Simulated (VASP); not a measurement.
## PrScO: relaxation of cell and atoms with PBE

Crystal: PrScO.

```xyz
6
Lattice="-2.7118 2.7118 4.5737 2.7118 -2.7118 4.5737 2.7118 2.7118 -4.5737" Properties=species:S:1:pos:R:3 pbc="T T T"
Pr    0.0000    0.0000    3.5287
Pr    2.7118    0.0000    1.2418
Sc    0.0000    0.0000    9.1093
Sc    0.0000    2.7118    2.2487
O     0.0000    0.0000    7.0718
O     0.0000    2.7118    0.2113
```

The cell was generated, and may not be a known phase.

```json
{"Program": "VASP 6.6.1", "Task": "relaxation of cell and atoms", "Functional": "PBE", "Potentials or basis": "VASP PAW PBE potentials, release 64 (Pr_3, Sc_sv, O), 4f in core", "Cutoff": "600 eV", "k mesh": "4 × 4 × 4", "Occupations": "gaussian, width 0.2 eV", "Spin": "no spin polarisation", "Dipole correction": "no", "Further INCAR settings": "ALGO = Normal; EDIFF = 1e-07; IBRION = 2; EDIFFG = -0.08; NSW = 36; ISIF = 3"}
```

```
Relaxed volume                        : 19.87 Å³/atom
Relaxed cell                          : a = 6.084 Å, b = 6.084 Å, c = 6.084 Å, α = 132.75°, β = 132.75°, γ = 69.05°
Space group after relaxing (to 0.1 Å) : I4_1md (No. 109)
Energy gained by relaxing             : 575.3 meV/atom
Ionic steps                           : 19
Pressure after relaxing               : 0.2 GPa
Largest force after relaxing          : 0.051 eV/Å
Band gap on the k mesh                : zero (bands 28 and 29 overlap by 1.27 eV)
```

Forces in eV/Å, atoms in the order of the input:
```
Pr   0.000  0.000  0.016
Pr   0.000  0.000  0.016
Sc   0.000  0.000  0.035
Sc   0.000  0.000  0.035
O    0.000  0.000 -0.051
O    0.000  0.000 -0.051
```

Stress tensor (GPa, compression positive):
```
0.09 0.00 0.00
0.00 0.09 0.00
0.00 0.00 0.41
```

Step by step:
| step | energy change (eV) | largest force (eV/Å) | pressure (GPa) | volume (Å³) |
| --- | --- | --- | --- | --- |
| 1 | 0.0000 | 1.9923 | -5.82 | 134.54 |
| 2 | -0.7765 | 2.2333 | 1.89 | 119.31 |
| 3 | -0.7941 | 2.7456 | 3.97 | 116.65 |
| 4 | -1.2825 | 2.2015 | 4.41 | 113.21 |
| 5 | -2.0373 | 1.2395 | 10.54 | 103.15 |
| 6 | -2.5934 | 1.2874 | 2.60 | 111.09 |
| 7 | -2.7844 | 1.2727 | -3.88 | 120.75 |
| 8 | -3.0700 | 0.9447 | -3.74 | 121.78 |
| 9 | -3.2365 | 0.5078 | -2.61 | 123.26 |
| 10 | -3.2385 | 0.5391 | -2.84 | 123.07 |
| 11 | -3.3257 | 0.2101 | 0.61 | 117.78 |
| 12 | -3.3269 | 0.1614 | 1.13 | 117.11 |
| 13 | -3.3646 | 0.2092 | 0.71 | 117.41 |
| 14 | -3.3777 | 0.5009 | 0.37 | 118.03 |
| 15 | -3.3853 | 0.4233 | 0.39 | 117.85 |
| 16 | -3.4142 | 0.3424 | -0.23 | 118.97 |
| 17 | -3.4401 | 0.1786 | -1.20 | 120.94 |
| 18 | -3.4462 | 0.1065 | 1.22 | 118.04 |
| 19 | -3.4519 | 0.0513 | 0.19 | 119.21 |

Final structure:
```
CELL_PARAMETERS angstrom
-2.43835 2.43835 5.01277
2.43835 -2.43835 5.01277
2.43835 2.43835 -5.01277
ATOMIC_POSITIONS crystal
Pr 0.47759 0.47759 0.00000
Pr 0.22759 0.72759 0.50000
Sc 0.94868 0.94868 0.00000
Sc 0.69868 0.19868 0.50000
O 0.72841 0.72841 0.00000
O 0.47841 0.97841 0.50000
```

Levels at points of the mesh, in eV from the Fermi level:
| k point | band 25 | band 26 | band 27 | band 28 | band 29 | band 30 | band 31 | band 32 |
| --- | --- | --- | --- | --- | --- | --- | --- | --- |
| (0.00, 0.00, 0.00) | -3.24 | -1.33 | -1.20 | 0.50 | 0.50 | 0.98 | 0.98 | 1.04 |
| (0.50, 0.00, 0.00) | -1.39 | -0.91 | -0.58 | -0.12 | 0.02 | 0.57 | 1.00 | 1.42 |
| (0.50, 0.50, 0.00) | -0.64 | -0.64 | -0.10 | -0.10 | 0.45 | 0.45 | 1.08 | 1.08 |
| (0.50, 0.50, 0.50) | -2.16 | -2.16 | -1.36 | -1.36 | -0.34 | -0.34 | 2.05 | 2.05 |

Run time: 20 min on 1 thread of AMD EPYC 9R14 (Zen 4) (shared host), peak memory 0.36 GiB.

Caveat: spin-orbit coupling is left out, which moves the levels of the heavy elements; the 4f electrons are frozen in the core, so they carry no moment and show no levels; the run has no spin polarisation, though such a crystal can be magnetic; the relaxation stopped at a loose force limit of 0.08 eV/Å, so its end isn't a converged minimum. With open d or f shells a metallic result of PBE can be an artefact of self-interaction; +U or a hybrid may open a gap.
